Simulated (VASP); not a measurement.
Wanted: the native input for a VASP 6.6.1 run.

```yaml
Task: electric field gradients
Functional: PBEsol
Potentials_or_basis: VASP PAW PBE potentials, release 64 (Ti_sv, Au)
Cutoff: 520 eV
k_mesh: 10 × 10 × 10
Occupations: fermi-dirac, width 0.08 eV
Spin: no spin polarisation
Dipole_correction: no
Further_INCAR_settings: ALGO = Normal; EDIFF = 1e-08; NBANDS = 18
```

The structure of TiAu lies in POSCAR:

```
TiAu
1.0
    3.2540000000      0.0000000000      0.0000000000
    0.0000000000      3.2540000000      0.0000000000
    0.0000000000      0.0000000000      3.1889200000
Ti Au
1 1
Direct
    0.5000000000      0.5000000000      0.5000000000
    0.0000000000      0.0000000000      0.0000000000
```

This cell differs from its parent crystal: zz strain of -2 %.

These files were run (other wordings do the same):

INCAR

```
PREC = Accurate
ENCUT = 520
EDIFF = 1E-8
ISMEAR = -1
SIGMA = 0.08
LREAL = False
LASPH = True
NELM = 100
ALGO = Normal
ISIF = 2
LWAVE = False
LCHARG = False
GGA = PS
LEFG = True
NBANDS = 18
```

KPOINTS

```
regular mesh
0
Gamma
  10 10 10
```

Potentials or basis: VASP PAW PBE potentials, release 64 (Ti_sv, Au).

The run is started by

```sh
$ cat potpaw_PBE.64/Ti_sv/POTCAR potpaw_PBE.64/Au/POTCAR > POTCAR
$ mpirun -np 1 vasp_std > vasp.out
```

It gave:

```yaml
Pressure: -2.1 GPa
```

Caveat: the cell differs from its parent crystal (zz strain of -2 %); without QUAD_EFG the Cq values of the log hold for a quadrupole moment of 1 mb, not for the nuclei; the PAW data sets were made with another functional, which shifts forces and pressure a little.

Run time: 95 s on 1 thread of Intel Xeon 6975P-C (shared host), peak memory 0.2 GiB.
